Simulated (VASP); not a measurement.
Wanted: the native input for a VASP 6.6.1 run.

```
Task                   : single point
Functional             : PBE
Potentials or basis    : VASP PAW PBE potentials, release 64 (Ca_sv)
Cutoff                 : 520 eV
k mesh                 : 11 × 11 × 6
Occupations            : methfessel-paxton, width 0.05 eV
Spin                   : no spin polarisation
Dipole correction      : no
Further INCAR settings : ALGO = Normal; EDIFF = 1e-06; NBANDS = 17; ISYM = 0
```

The structure of Ca lies in POSCAR:

```
Ca
1.0
    3.9799995206      0.0000000000      0.0000000000
   -1.9899997603      3.4467806919      0.0000000000
    0.0000000000      0.0000000000      6.5200000000
Ca
2
Direct
    0.3333333333      0.6666666667      0.2500000000
    0.6666666667      0.3333333333      0.7500000000
```

This isn't the form of Ca at room conditions, which is fcc.

The input as run:

INCAR

```
  ALGO = Normal
  EDIFF = 1E-6
  ENCUT = 520
  GGA = PE
  ISIF = 2
  ISMEAR = 1
  ISYM = 0
  LASPH = True
  LCHARG = False
  LREAL = False
  LWAVE = False
  NBANDS = 17
  NELM = 80
  PREC = Accurate
  SIGMA = 0.05
```

KPOINTS

```
k-points
0
Gamma
  11 11 6
```

Potentials or basis: VASP PAW PBE potentials, release 64 (Ca_sv).

The run is started by

```bash
$ cat potpaw_PBE.64/Ca_sv/POTCAR > POTCAR
$ mpirun -np 1 vasp_std > vasp.out
```

Results of the run:

The pressure is -0.9 GPa. The band gap on the k mesh is zero (bands 10 and 11 overlap by 0.45 eV).

Wall time 9.8 min on 1 thread of Oxide Virtual Turin-like Processor (shared host), peak memory 0.52 GiB.
